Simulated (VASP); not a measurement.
# LaS (Fm-3m) in VASP: notebook, part 2 of 2

VASP 6.6.1. The steps go on from the part before.

## Step 3: Single point, LDA

This run uses another cell than the first one, of 24.32 Å³/atom.

Contents of INCAR:

```
SYSTEM = LaS
ALGO     = Normal         ! electronic algorithm
EDIFF    = 1E-6           ! SCF threshold, eV
ENCUT    = 520            ! plane-wave cutoff, eV
ISIF     = 2              ! what is computed and relaxed
ISMEAR   = -1             ! smearing method
LASPH    = .TRUE.         ! aspherical terms in the spheres
LCHARG   = .FALSE.        ! write CHGCAR
LREAL    = .FALSE.        ! projectors in reciprocal space
LWAVE    = .FALSE.        ! write WAVECAR
NBANDS   = 16             ! bands
NELM     = 100            ! most SCF steps
PREC     = Accurate       ! precision mode
SIGMA    = 0.01           ! smearing width, eV
```

Contents of KPOINTS:

```
k-points
0
G
  9 9 9
  0 0 0
```

Contents of POSCAR:

```
LaS
1.0
    0.0000000000      2.8974323219      2.8974323219
    2.8974323219      0.0000000000      2.8974323219
    2.8974323219      2.8974323219      0.0000000000
La S
1 1
Direct
    0.0000000000      0.0000000000      0.0000000000
    0.5000000000      0.5000000000      0.5000000000
```

Potentials or basis: VASP PAW LDA potentials, release 64 (La, S).

Launch:

```console
> cat potpaw_LDA.64/La/POTCAR potpaw_LDA.64/S/POTCAR > POTCAR
> mpirun -np 1 vasp_std > vasp.out
```

It took 34 s on 1 thread of Intel Xeon Platinum 8259CL at 2.50GHz (Skylake/Cascade Lake), shared host; peak memory 0.17 GiB.

Results (log left out):

```
Free energy            : -14.8177 eV
Pressure               : -1.4 GPa
Band gap on the k mesh : zero (an odd number of electrons rules out a gap without spin polarisation)
```

Levels at points of the mesh, in eV from the Fermi level:
```tsv
k point	band 6	band 7	band 8	band 9	band 10	band 11
(0.00, 0.00, 0.00)	-3.14	-3.14	-3.14	0.24	0.24	0.24
```

Caveat: spin-orbit coupling is left out, which moves the levels of the heavy elements.

## Step 4: Single point, LDA

This run uses another cell than the first one, of 25.08 Å³/atom.

Contents of INCAR:

```
PREC = Accurate
ENCUT = 520
EDIFF = 1E-7
ISMEAR = -1
SIGMA = 0.01
LREAL = F
LASPH = T
NELM = 60
ALGO = Normal
ISIF = 2
LWAVE = F
LCHARG = F
GGA = CA
NBANDS = 16
```

Contents of KPOINTS:

```
Automatic mesh
0
Gamma
  9 9 9
```

Contents of POSCAR:

```
LaS
1.0
    0.0000000000      2.9270000000      2.9270000000
    2.9270000000      0.0000000000      2.9270000000
    2.9270000000      2.9270000000      0.0000000000
La S
1 1
Direct
    0.0000000000      0.0000000000      0.0000000000
    0.5000000000      0.5000000000      0.5000000000
```

Potentials or basis: VASP PAW LDA potentials, release 64 (La, S).

Launch:

```console
> cat potpaw_LDA.64/La/POTCAR potpaw_LDA.64/S/POTCAR > POTCAR
> mpirun -np 1 vasp_std > vasp.out
```

OUTCAR:

```text
PREC = Accurate
   ENCUT = 520
   EDIFF = 1E-7
   ISMEAR = -1
   LREAL = F
   LASPH = T
   NELM = 60
   ISIF = 2
   GGA = CA

 ion  position               nearest neighbor table
   1  0.000  0.000  0.000-   2 2.93   2 2.93   2 2.93   2 2.93   2 2.93   2 2.93
   2  0.500  0.500  0.500-   1 2.93   1 2.93   1 2.93   1 2.93   1 2.93   1 2.93

  LATTYP: Found a face centered cubic cell.
 ALAT       =     5.8540000000

  Lattice vectors:

 A1 = (   0.0000000000,   2.9270000000,   2.9270000000)
[... 190 lines left out ...]
      6       5.4780      2.00000
[... 433 lines left out ...]
      3      -8.0428      2.00000
      4      -8.0428      2.00000
      5      -4.9279      2.00000
      6       4.9204      2.00000
[... 8 lines left out ...]
     15      10.8642      0.00000
     16      10.8642      0.00000

 [... further k-points ...]
[... 5 lines left out ...]
  --------------------------------------------------------------------------------------
  -------------------------------------------------------------------------------------
  Total       -1.2226182     -1.2226182     -1.2226182      0.0000000     -0.0000000      0.0000000
  in kB      -39.0573947    -39.0573947    -39.0573947      0.0000000     -0.0000000      0.0000000
  external PRESSURE =     -39.0573947 kB  Pullay stress =       0.0000000 kB

 VOLUME and BASIS-vectors are now :
 -----------------------------------------------------------------------------
  energy-cutoff  :      520.00
  volume of cell :       50.15
      direct lattice vectors                 reciprocal lattice vectors
     0.000000000  2.927000000  2.927000000    -0.170823369  0.170823369  0.170823369
     2.927000000  0.000000000  2.927000000     0.170823369 -0.170823369  0.170823369
     2.927000000  2.927000000  0.000000000     0.170823369  0.170823369 -0.170823369

 POSITION                                       TOTAL-FORCE (eV/Angst)
 -----------------------------------------------------------------------------------
      0.00000      0.00000      0.00000         0.000000      0.000000      0.000000
      2.92700      2.92700      2.92700         0.000000      0.000000      0.000000
 -----------------------------------------------------------------------------------
    total drift:                                0.000000     -0.000000     -0.000000

  FREE ENERGIE OF THE ION-ELECTRON SYSTEM (eV)
  ---------------------------------------------------
  free  energy   TOTEN  =       -14.7928935996 eV

  energy  without entropy=      -14.7922343322  energy(sigma->0) =      -14.79256397
```

OSZICAR:

```text
N       E                     dE             d eps       ncg     rms          rms(c)
DAV:   1     0.130842695996E+03    0.13084E+03   -0.60252E+03  1152   0.141E+03
DAV:   2     0.237333263070E+01   -0.12847E+03   -0.11178E+03  1352   0.204E+02
DAV:   3    -0.142430333146E+02   -0.16616E+02   -0.16003E+02  1648   0.988E+01
DAV:   4    -0.149768682917E+02   -0.73383E+00   -0.72610E+00  1880   0.177E+01
DAV:   5    -0.150014087424E+02   -0.24540E-01   -0.24537E-01  1592   0.296E+00    0.492E+00
DAV:   6    -0.148198076831E+02    0.18160E+00   -0.49459E-01  1696   0.296E+00    0.342E+00
DAV:   7    -0.147963877425E+02    0.23420E-01   -0.90176E-02  2024   0.187E+00    0.151E+00
DAV:   8    -0.147932342736E+02    0.31535E-02   -0.94549E-03  1944   0.770E-01    0.237E-01
DAV:   9    -0.147929371450E+02    0.29713E-03   -0.27604E-03  1952   0.470E-01    0.738E-02
DAV:  10    -0.147928970929E+02    0.40052E-04   -0.44633E-04  1680   0.107E-01    0.425E-02
DAV:  11    -0.147928933855E+02    0.37073E-05   -0.31627E-05  1616   0.347E-02    0.166E-02
DAV:  12    -0.147928935692E+02   -0.18363E-06   -0.68584E-06  2160   0.169E-02    0.256E-03
DAV:  13    -0.147928935996E+02   -0.30467E-07   -0.27938E-07  1616   0.499E-03
   1 F= -.14792894E+02 E0= -.14792564E+02  d E =-.659267E-03
```

stdout:

```text
POSCAR found type information on POSCAR LaS
 POSCAR found :  2 types and       2 ions
 scaLAPACK will be used
 LDA part: xc-table for (Slater(with rela. corr.)+CA(PZ))
 , standard interpolation
 POSCAR, INCAR and KPOINTS ok, starting setup
 FFT: planning ... GRIDC
 FFT: planning ... GRID_SOFT
 FFT: planning ... GRID
 WAVECAR not read
 entering main loop
```

It took 30 s on 1 thread of Intel Xeon Platinum 8259CL at 2.50GHz (Skylake/Cascade Lake), shared host; peak memory 0.17 GiB.

What came out:

| Property | Result |
| --- | --- |
| Free energy | -14.7929 eV |
| Pressure | -3.9 GPa |
| Band gap on the k mesh | zero (an odd number of electrons rules out a gap without spin polarisation) |

Levels at points of the mesh, in eV from the Fermi level:
```tsv
k point	band 4	band 5	band 6	band 7	band 8	band 9	band 10	band 11	band 12	band 13
(0.00, 0.00, 0.00)	-16.39	-13.72	-3.14	-3.14	-3.14	0.24	0.24	0.24	1.23	1.23
```

Caveat: the cell stands under tension; spin-orbit coupling is left out, which moves the levels of the heavy elements.

## Step 5: Summary

```tsv
cell	gap on the mesh (eV)	pressure (GPa)
a = 4.055 Å, angles 60.0°, 2 atoms	none	1.6
a = 4.098 Å, angles 60.0°, 2 atoms	none	-1.4
a = 4.139 Å, angles 60.0°, 2 atoms	none	-3.9
```

Alike in all rows: task single point; level LDA; potentials or basis VASP PAW LDA potentials, release 64 (La, S); no spin polarisation; k mesh 9 × 9 × 9; cutoff (eV) 520; smearing fermi-dirac 0.01 eV.

Caveats: spin-orbit coupling is left out, which moves the levels of the heavy elements; the cell stands under tension (at least some runs).

Total energies depend on the potentials used, so only differences within one code and one set of settings carry meaning.
